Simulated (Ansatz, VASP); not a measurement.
WS2 in VASP and in Ansatz

```xyz
3
Lattice="1.5790 0.9116 6.1633 -1.5790 0.9116 6.1633 0.0000 -1.8233 6.1633" Properties=species:S:1:pos:R:3 pbc="T T T"
W     0.0000    0.0000    0.0000
S     0.0000    0.0000    4.6170
S     0.0000    0.0000    7.7473
```

Alike in both runs: task single point; functional PBEsol; k mesh 7 × 7 × 7; occupations fermi-dirac, width 0.05 eV; no spin polarisation.

|  | VASP | Ansatz |
| --- | --- | --- |
| version | VASP 6.6.1 | Ansatz 0.2.0 |
| potentials or method | VASP PAW PBE potentials, release 64 (W_sv, S) | plane waves, PAW |
| plane-wave cutoff (eV) | 520 | 420 |
| valence electrons in the cell | 26 | 26 |

VASP gave:

* pressure (GPa): -0.5
* traceless stress, the component that is largest in VASP (GPa): 0.70
* rms of the force components (eV/Å): 0.247

Task: Estimate Ansatz's values.

Result: Pressure (GPa): -0.6; traceless stress, the component that is largest in VASP (GPa): 0.68; rms of the force components (eV/Å): 0.247.

VASP's potentials were made for PBE, not for PBEsol. Atom by atom the forces differ by 0.009 eV/Å (rms over components).

Neither program's run includes spin-orbit coupling.
